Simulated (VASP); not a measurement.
# NaF (Cmcm) in VASP: a series of runs

NaF is run at these levels: PBEsol, r2SCAN+rVV10; tasks: single point, relaxation of cell and atoms.

All numbers are computed with VASP 6.6.1; they aren't measurements. Logs are shortened: lines on timing, memory, paths and dates and some standing lists are left out, and cuts for length are marked.

## (1) The cell of the first run

It takes space group Cmcm (No. 63, orthorhombic). Conventional cell: a = 3.090 Å, b = 10.041 Å, c = 3.325 Å, α = 90.00°, β = 90.00°, γ = 90.00°. Na (site symmetry m2m) has 5 F at 2.27 to 2.32 Å within 3.0 Å. Within 3.0 Å of F (site symmetry m2m) lie 5 Na at 2.27 to 2.32 Å.

## (2) Single point, PBEsol

Contents of INCAR:

```
  PREC = Accurate
  ENCUT = 520
  EDIFF = 1E-6
  ISMEAR = -1
  SIGMA = 0.03
  LREAL = False
  LASPH = True
  NELM = 100
  ALGO = Normal
  ISIF = 2
  LWAVE = False
  LCHARG = False
  GGA = PS
  NBANDS = 22
```

Contents of KPOINTS:

```
regular mesh
0
Gamma
  8 8 6
```

Contents of POSCAR:

```
NaF
1.0
    1.5448448809     -5.0205723929      0.0000000000
    1.5448448809      5.0205723929      0.0000000000
    0.0000000000      0.0000000000      3.3247975668
Na F
2 2
Direct
    0.3647366758      0.6352633242      0.7500000000
    0.6352633242      0.3647366758      0.2500000000
    0.8665286473      0.1334713527      0.2500000000
    0.1334713527      0.8665286473      0.7500000000
```

Potentials or basis: VASP PAW PBE potentials, release 64 (Na_pv, F).

On the command line:

```
$ cat potpaw_PBE.64/Na_pv/POTCAR potpaw_PBE.64/F/POTCAR > POTCAR
$ mpirun -np 1 vasp_std > vasp.out
```

OUTCAR:

```text
PREC = Accurate
   ENCUT = 520
   EDIFF = 1E-6
   ISMEAR = -1
   LREAL = False
   LASPH = True
   NELM = 100
   ISIF = 2
   GGA = PS

 ion  position               nearest neighbor table
   1  0.365  0.635  0.750-   3 2.27   3 2.27   3 2.27   3 2.27   4 2.32
   2  0.635  0.365  0.250-   4 2.27   4 2.27   4 2.27   4 2.27   3 2.32
   3  0.867  0.133  0.250-   1 2.27   1 2.27   1 2.27   1 2.27   2 2.32
   4  0.133  0.867  0.750-   2 2.27   2 2.27   2 2.27   2 2.27   1 2.32

  LATTYP: Found a base centered orthorhombic cell.
 ALAT       =     3.0896897618
 B/A-ratio  =     3.2498877104
 C/A-ratio  =     1.0760943082

  Lattice vectors:

 A1 = (   1.5448448809,  -5.0205723929,   0.0000000000)
 A2 = (   1.5448448809,   5.0205723929,   0.0000000000)
 A3 = (   0.0000000000,   0.0000000000,   3.3247975668)

Analysis of symmetry for initial positions (statically):
=====================================================================
 Subroutine PRICEL returns:
 Original cell was already a primitive cell.

 Routine SETGRP: Setting up the symmetry group for a
 base centered orthorhombic supercell.

 Subroutine GETGRP returns: Found  8 space group operations
 (whereof  4 operations were pure point group operations)
 out of a pool of  8 trial point group operations.

The static configuration has the point symmetry C_2h.
 The point group associated with its full space group is D_2h.

Analysis of symmetry for dynamics (positions and initial velocities):
=====================================================================
 Subroutine PRICEL returns:
 Original cell was already a primitive cell.

 Routine SETGRP: Setting up the symmetry group for a
 base centered orthorhombic supercell.

 Subroutine GETGRP returns: Found  8 space group operations
 (whereof  4 operations were pure point group operations)
 out of a pool of  8 trial point group operations.

The dynamic configuration has the point symmetry C_2h.
 The point group associated with its full space group is D_2h.

 Subroutine INISYM returns: Found  8 space group operations
 (whereof  4 operations are pure point group operations),
 and found     1 'primitive' translations

----------------------------------------------------------------------------------------

                                     Primitive cell

  volume of cell :      51.5743

  direct lattice vectors                    reciprocal lattice vectors
     1.544844881 -5.020572393  0.000000000     0.323657091 -0.099590238  0.000000000
     1.544844881  5.020572393  0.000000000     0.323657091  0.099590238  0.000000000
     0.000000000  0.000000000  3.324797567     0.000000000  0.000000000  0.300770191

  length of vectors
     5.252874723  5.252874723  3.324797567     0.338632733  0.338632733  0.300770191

  position of ions in fractional coordinates (direct lattice)
     0.364736676  0.635263324  0.750000000
     0.635263324  0.364736676  0.250000000
     0.866528647  0.133471353  0.250000000
     0.133471353  0.866528647  0.750000000

  ion indices of the primitive-cell ions
   primitive index   ion index
                 1           1
                 2           2
                 3           3
                 4           4

----------------------------------------------------------------------------------------

 KPOINTS: regular mesh

Automatic generation of k-mesh.
 Grid dimensions read from file:
 generate k-points for:    8    8    6

 Generating k-lattice:

  Cartesian coordinates                     Fractional coordinates (reciprocal lattice)
     0.040457136 -0.012448780  0.000000000     0.125000000 -0.000000000  0.000000000
     0.040457136  0.012448780  0.000000000    -0.000000000  0.125000000  0.000000000
     0.000000000  0.000000000  0.050128365     0.000000000  0.000000000  0.166666667

  Length of vectors
     0.042329092  0.042329092  0.050128365

  Shift w.r.t. Gamma in fractional coordinates (k-lattice)
     0.000000000  0.000000000  0.000000000

 Subroutine IBZKPT returns following result:
 ===========================================

 Found     84 irreducible k-points:

 Following reciprocal coordinates:
            Coordinates               Weight
  0.000000  0.000000  0.000000      1.000000
  0.125000  0.000000  0.000000      4.000000
  0.250000  0.000000  0.000000      4.000000
  0.375000  0.000000  0.000000      4.000000
  0.500000  0.000000  0.000000      2.000000
  0.125000  0.125000  0.000000      2.000000
[... 16 lines left out ...]
  0.125000  0.000000  0.166667      8.000000
  0.250000  0.000000  0.166667      8.000000
 [... further k-points ...]
   k-points           NKPTS =     84   k-points in BZ     NKDIM =     84   number of bands    NBANDS=     22
   number of dos      NEDOS =    301   number of ions     NIONS =      4
   total plane-waves  NPLWV =  44800
   dimension x,y,z NGX =    40 NGY =   40 NGZ =   28
   dimension x,y,z NGXF=    80 NGYF=   80 NGZF=   56
   ions per type =               2   2
[... 23 lines left out ...]
   NELECT =      28.0000    total number of electrons
   NUPDOWN=      -1.0000    fix difference up-down
   EMIN   =  10.00;   EMAX   =-10.00  energy-range for DOS
   EFERMI =   0.00;   METHOD = LEGACY
   ISMEAR =    -1;   SIGMA  =   0.03  broadening in eV -4-tet -1-fermi 0-gaus
   EFERMI_NEDOS =   21; number of points for ismear=-14 and -15
   IALGO  =     38    algorithm
   IMIX   =      4    mixing-type and parameters
     AMIX     =   0.40;   BMIX     =  1.00
     AMIX_MAG =   1.60;   BMIX_MAG =  1.00
  volume/ion in A,a.u.               =      12.89        87.01
  Fermi-wavevector in a.u.,A,eV,Ry     =   1.335518  2.523763 24.267463  1.783608
  Thomas-Fermi vector in A             =   2.464216
   LORBIT       =      0    0 simple, 1 ext, 2 COOP (PROOUT), +10 PAW based schemes
   GGA     = PS    functional components
   LHFCALC =     F    Hartree Fock is set to
   AEXX    =    0.0000 exact exchange contribution
   IVDW    =     0    specifies the selected vdW correction
   LEPSILON=     F    determine dielectric tensor
   LRPA    =     F    only Hartree local field effects (RPA)
 non-spin polarized calculation
  energy-cutoff  :      520.00
  volume of cell :       51.57
 maximum number of plane-waves:      1408
   NGX = 19   NGY = 19   NGZ = 13

 number of electron      28.0000005 magnetization

 Free energy of the ion-electron system (eV)
  ---------------------------------------------------
  ext. energy  EPLUGINS =         0.00000000
  ---------------------------------------------------
  free energy    TOTEN  =       -17.19568977 eV

  energy without entropy =      -17.19568977  energy(sigma->0) =      -17.19568977

 E-fermi :  -1.4889     XC(G=0):  -9.1300

 val. band max:       -2.1070632529   @ k =   0.1250   0.1250   0.0000
 cond. band min:       3.5602357739   @ k =   0.0000   0.0000   0.0000
 fundamental gap:      5.6672990268
 Fermi energy:        -1.4888725310

 k-point     1 :       0.0000    0.0000    0.0000
  band No.  band energies     occupation
      1     -21.5644      2.00000
      2     -21.4071      2.00000
      3     -21.3003      2.00000
      4     -21.2645      2.00000
      5     -21.2492      2.00000
      6     -21.2471      2.00000
[... 14 lines left out ...]
     21      16.7996      0.00000
     22      18.0059      0.00000

 k-point     2 :       0.1250    0.0000    0.0000
  band No.  band energies     occupation
      1     -21.6445      2.00000
      2     -21.5237      2.00000
      3     -21.3676      2.00000
      4     -21.2949      2.00000
      5     -21.2868      2.00000
      6     -21.2475      2.00000
[... 14 lines left out ...]
     21      16.8188      0.00000
     22      16.8981      0.00000

 k-point     3 :       0.2500    0.0000    0.0000
  band No.  band energies     occupation
      1     -21.8228      2.00000
      2     -21.7233      2.00000
      3     -21.3918      2.00000
      4     -21.3007      2.00000
      5     -21.2814      2.00000
      6     -21.2437      2.00000
[... 14 lines left out ...]
     21      16.5031      0.00000
     22      16.9946      0.00000
[... 476 lines left out ...]
 k-point    23 :       0.1250    0.0000    0.1667
  band No.  band energies     occupation
      1     -21.7358      2.00000
      2     -21.6466      2.00000
      3     -21.3951      2.00000
      4     -21.3112      2.00000
      5     -21.2848      2.00000
      6     -21.2625      2.00000
[... 14 lines left out ...]
     21      16.3736      0.00000
     22      18.1967      0.00000

 k-point    24 :       0.2500    0.0000    0.1667
  band No.  band energies     occupation
      1     -21.8148      2.00000
      2     -21.7219      2.00000
      3     -21.3861      2.00000
      4     -21.3140      2.00000
      5     -21.3066      2.00000
      6     -21.2702      2.00000
[... 14 lines left out ...]
     21      15.7907      0.00000
     22      18.4039      0.00000

 [... further k-points ...]

------------------------ aborting loop because EDIFF is reached ----------------------------------------

  FORCE on cell =-STRESS in cart. coord.  units (eV):
  Direction    XX          YY          ZZ          XY          YZ          ZX
  --------------------------------------------------------------------------------------
  -------------------------------------------------------------------------------------
  Total        0.0053241     -0.0437815      0.0141447      0.0000000      0.0000000      0.0000000
  in kB        0.1653961     -1.3600918      0.4394119      0.0000000      0.0000000      0.0000000
  external PRESSURE =      -0.2517613 kB  Pullay stress =       0.0000000 kB

 VOLUME and BASIS-vectors are now :
 -----------------------------------------------------------------------------
  energy-cutoff  :      520.00
  volume of cell :       51.57
      direct lattice vectors                 reciprocal lattice vectors
     1.544844881 -5.020572393  0.000000000     0.323657091 -0.099590238  0.000000000
     1.544844881  5.020572393  0.000000000     0.323657091  0.099590238  0.000000000
     0.000000000  0.000000000  3.324797567     0.000000000  0.000000000  0.300770191

 POSITION                                       TOTAL-FORCE (eV/Angst)
 -----------------------------------------------------------------------------------
      1.54484      1.35820      2.49360         0.000000     -0.009748     -0.000000
      1.54484     -1.35820      0.83120         0.000000      0.009748      0.000000
      1.54484     -3.68037      0.83120         0.000000     -0.008592     -0.000000
      1.54484      3.68037      2.49360         0.000000      0.008592      0.000000
 -----------------------------------------------------------------------------------
    total drift:                               -0.000000     -0.000000      0.000000

  FREE ENERGIE OF THE ION-ELECTRON SYSTEM (eV)
  ---------------------------------------------------
  free  energy   TOTEN  =       -17.1956897729 eV

  energy  without entropy=      -17.1956897729  energy(sigma->0) =      -17.19568977
```

It took 50 s on 1 thread of AMD EPYC 9R45 (Zen 5), shared host; peak memory 0.2 GiB.

Results:

| Item | Value |
| --- | --- |
| Free energy | -17.1957 eV |
| Pressure | 0.0 GPa |
| Largest force | 0.010 eV/Å |
| Band gap on the k mesh | 5.67 eV, indirect (least direct gap 5.68 eV) |

Forces in eV/Å, atoms in the order of the input:
```
Na   0.000 -0.010  0.000
Na   0.000  0.010  0.000
F    0.000 -0.009  0.000
F    0.000  0.009  0.000
```

Stress tensor (GPa, compression positive):
```
 0.02  0.00  0.00
 0.00 -0.14  0.00
 0.00  0.00  0.04
```

Caveat: the PAW data sets were made with another functional, which shifts forces and pressure a little.

## (3) Relaxation of cell and atoms, PBEsol

This run uses another cell than the first one, of 11.94 Å³/atom, 0.926 times its volume.

Contents of INCAR:

```
PREC = Accurate ; ENCUT = 600
EDIFF = 1E-7 ; ISMEAR = -1
SIGMA = 0.03 ; LREAL = False
LASPH = True ; NELM = 100
ALGO = Normal ; ISIF = 3
LWAVE = False ; LCHARG = False
GGA = PS ; IBRION = 2
NSW = 100 ; EDIFFG = -0.01
```

Contents of KPOINTS:

```
Automatic mesh
0
Gamma
  8 8 6
```

Contents of POSCAR:

```
NaF
1.0
    1.5577441900     -4.4572991900      0.0000000000
    1.5577441900      4.4572991900      0.0000000000
    0.0000000000      0.0000000000      3.4405709800
Na F
2 2
Direct
    0.3868549800      0.6131450200      0.7500000000
    0.6131450200      0.3868549800      0.2500000000
    0.8565043900      0.1434956100      0.2500000000
    0.1434956100      0.8565043900      0.7500000000
```

Potentials or basis: VASP PAW PBE potentials, release 64 (Na_pv, F).

On the command line:

```
$ cat potpaw_PBE.64/Na_pv/POTCAR potpaw_PBE.64/F/POTCAR > POTCAR
$ mpirun -np 1 vasp_std > vasp.out
```

Wall time 9.7 min (1 thread of AMD EPYC 9R45 (Zen 5), shared host); peak memory 0.22 GiB.

The run converged. Its results:

```yaml
Free_energy: -17.1937 eV
Relaxed_volume: 12.61 Å³/atom
Relaxed_cell: a = 5.133 Å, b = 5.133 Å, c = 3.357 Å, α = 90.00°, β = 90.00°, γ = 145.22°
Space_group_after_relaxing_to_0.05_Å: Cmcm (No. 63)
Energy_gained_by_relaxing: 73.0 meV/atom
Ionic_steps: 17
Pressure_after_relaxing: 0.0 GPa
Largest_force_after_relaxing: 0.009 eV/Å
Band_gap_on_the_k_mesh: 5.72 eV, indirect (least direct gap 5.73 eV)
```

Forces on the atoms (eV/Å):
```
Na   0.000 -0.009  0.000
Na   0.000  0.009  0.000
F    0.000  0.003  0.000
F    0.000 -0.003  0.000
```

Step by step:
```
step  energy change (eV)  largest force (eV/Å)  pressure (GPa)  volume (Å³)
   1              0.0000                1.0289            0.51        47.78
   2             -0.1439                0.6847            0.13        48.03
   3             -0.2693                0.2114           -0.17        48.45
   4             -0.2744                0.1350           -0.17        48.54
   5             -0.2794                0.0914            0.00        48.41
   6             -0.2820                0.0490            0.29        48.23
   7             -0.2835                0.0447            0.18        48.48
   8             -0.2866                0.0358           -0.21        49.24
   9             -0.2873                0.0290           -0.84        50.76
  10             -0.2878                0.0299           -0.63        50.18
  11             -0.2888                0.0263           -0.52        50.20
  12             -0.2909                0.0201           -0.25        50.26
  13             -0.2912                0.0279            0.40        50.34
  14             -0.2918                0.0251            0.12        50.31
  15             -0.2918                0.0252            0.12        50.31
  16             -0.2919                0.0173            0.07        50.38
  17             -0.2919                0.0090            0.03        50.46
```

Final structure:
```
CELL_PARAMETERS angstrom
1.53420 -4.89847 0.00000
1.53420 4.89847 0.00000
0.00000 0.00000 3.35699
ATOMIC_POSITIONS crystal
Na 0.36739 0.63261 0.75000
Na 0.63261 0.36739 0.25000
F 0.86912 0.13088 0.25000
F 0.13088 0.86912 0.75000
```

Levels at points of the mesh, in eV from the valence-band top:
```
           k point  band 12  band 13  band 14  band 15  band 16  band 17
(0.00, 0.00, 0.00)    -0.20    -0.14    -0.01     5.72    11.75    12.53
(0.50, 0.00, 0.00)    -0.60    -0.40    -0.18    10.18    10.36    11.60
(0.50, 0.50, 0.00)    -0.45    -0.30    -0.02     7.72     8.30    13.99
(0.00, 0.00, 0.50)    -0.73    -0.22    -0.22     9.62     9.62    12.85
(0.50, 0.00, 0.50)    -0.92    -0.36    -0.36    12.15    12.15    13.04
(0.50, 0.50, 0.50)    -0.29    -0.22    -0.22    10.08    10.08    11.62
```

Caveat: the PAW data sets were made with another functional, which shifts forces and pressure a little. A k mesh can miss the band edges.

## (4) Single point, r2SCAN+rVV10

This run uses another cell than the first one, of 11.73 Å³/atom, 0.910 times its volume.

Contents of POSCAR:

```
NaF
1.0
    1.4939487980     -4.6068401834      0.0000000000
    1.4939487980      4.6068401834      0.0000000000
    0.0000000000      0.0000000000      3.4089677094
Na F
2 2
Direct
    0.3738294335      0.6261705665      0.7500000000
    0.6261705665      0.3738294335      0.2500000000
    0.8735279562      0.1264720438      0.2500000000
    0.1264720438      0.8735279562      0.7500000000
```

Contents of INCAR.step1:

```
ALGO     = Normal         # electronic algorithm
EDIFF    = 1E-4           # SCF threshold, eV
ENCUT    = 520            # plane-wave cutoff, eV
GGA      = PE             # functional
ISMEAR   = -1             # smearing method
LASPH    = True           # aspherical terms in the spheres
LCHARG   = False          # write CHGCAR
LREAL    = False          # projectors in reciprocal space
LWAVE    = True           # write WAVECAR
NBANDS   = 22             # bands
NELM     = 100            # most SCF steps
PREC     = Accurate       # precision mode
SIGMA    = 0.03           # smearing width, eV
```

Contents of INCAR.step2:

```
ALGO     = Normal         # electronic algorithm
BPARAM   = 11.95        
CPARAM   = 0.0093       
EDIFF    = 1E-7           # SCF threshold, eV
ENCUT    = 520            # plane-wave cutoff, eV
ISIF     = 2              # what is computed and relaxed
ISMEAR   = -1             # smearing method
ISTART   = 1            
IVDW_NL  = 2            
LASPH    = True           # aspherical terms in the spheres
LCHARG   = True           # write CHGCAR
LELF     = True           # ELF
LMIXTAU  = True         
LREAL    = False          # projectors in reciprocal space
LUSE_VDW = True         
LVHAR    = True         
LWAVE    = False          # write WAVECAR
METAGGA  = R2SCAN         # meta-GGA
NBANDS   = 22             # bands
NELM     = 100            # most SCF steps
PREC     = Accurate       # precision mode
SIGMA    = 0.03           # smearing width, eV
```

Contents of KPOINTS:

```
k-points
0
Gamma
  8 8 8
```

On the command line:

```
$ cat potpaw_PBE.64/Na_pv/POTCAR potpaw_PBE.64/F/POTCAR > POTCAR
$ cp INCAR.step1 INCAR
$ mpirun -np 1 vasp_std > vasp.out
$ cp INCAR.step2 INCAR
$ mpirun -np 1 vasp_std > vasp.out
```

It took 6.5 min on 1 thread of AMD EPYC 9R45 (Zen 5), shared host; peak memory 0.35 GiB.

It converged, with:

```
Free energy            : -23.8121 eV
Pressure               : -0.6 GPa
Largest force          : 0.011 eV/Å
Band gap on the k mesh : 6.98 eV, indirect (least direct gap 7.00 eV)
```

Forces on the atoms (eV/Å):
```
Na   0.000  0.011  0.000
Na   0.000 -0.011  0.000
F    0.000 -0.001  0.000
F    0.000  0.001  0.000
```

Stress tensor (GPa, compression positive):
```
-0.68  0.00  0.00
 0.00 -0.50  0.00
 0.00  0.00 -0.75
```

Levels at points of the mesh, in eV from the valence-band top:
| k point | band 11 | band 12 | band 13 | band 14 | band 15 | band 16 | band 17 | band 18 |
| --- | --- | --- | --- | --- | --- | --- | --- | --- |
| (0.00, 0.00, 0.00) | -0.27 | -0.18 | -0.16 | -0.02 | 6.98 | 13.66 | 13.73 | 15.63 |
| (0.50, 0.00, 0.00) | -0.97 | -0.82 | -0.47 | -0.19 | 11.72 | 11.98 | 12.89 | 15.66 |
| (0.50, 0.50, 0.00) | -0.65 | -0.56 | -0.32 | 0.00 | 9.38 | 9.64 | 14.84 | 16.78 |
| (0.00, 0.00, 0.50) | -0.83 | -0.83 | -0.24 | -0.24 | 10.85 | 10.85 | 14.49 | 14.49 |
| (0.50, 0.00, 0.50) | -1.06 | -1.06 | -0.36 | -0.36 | 13.53 | 13.53 | 14.27 | 14.27 |
| (0.50, 0.50, 0.50) | -0.27 | -0.27 | -0.23 | -0.23 | 11.50 | 11.50 | 12.96 | 12.96 |

Caveat: the PAW data sets were made with another functional, which shifts forces and pressure a little.

## (5) Overview

```tsv
task	level	cell	k mesh	cutoff (eV)	gap on the mesh (eV)	pressure (GPa)	largest force (eV/Å)
single point	PBEsol	a = 5.253, b = 5.253, c = 3.325 Å, angles 90.0, 90.0, 145.8°, 4 atoms	8 × 8 × 6	520	5.67	0.0	0.01
relaxation of cell and atoms	PBEsol	relaxed from a = 4.722, b = 4.722, c = 3.441 Å, angles 90.0, 90.0, 141.5°, 4 atoms	8 × 8 × 6	600	5.72	0.0	0.01
single point	r2SCAN+rVV10	a = 4.843, b = 4.843, c = 3.409 Å, angles 90.0, 90.0, 144.1°, 4 atoms	8 × 8 × 8	520	6.98	-0.6	0.01
```

Alike in all rows: potentials or basis VASP PAW PBE potentials, release 64 (Na_pv, F); no spin polarisation; smearing fermi-dirac 0.03 eV.

Caveats: the PAW data sets were made with another functional, which shifts forces and pressure a little.

Total energies depend on the potentials used, so only differences within one code and one set of settings carry meaning.
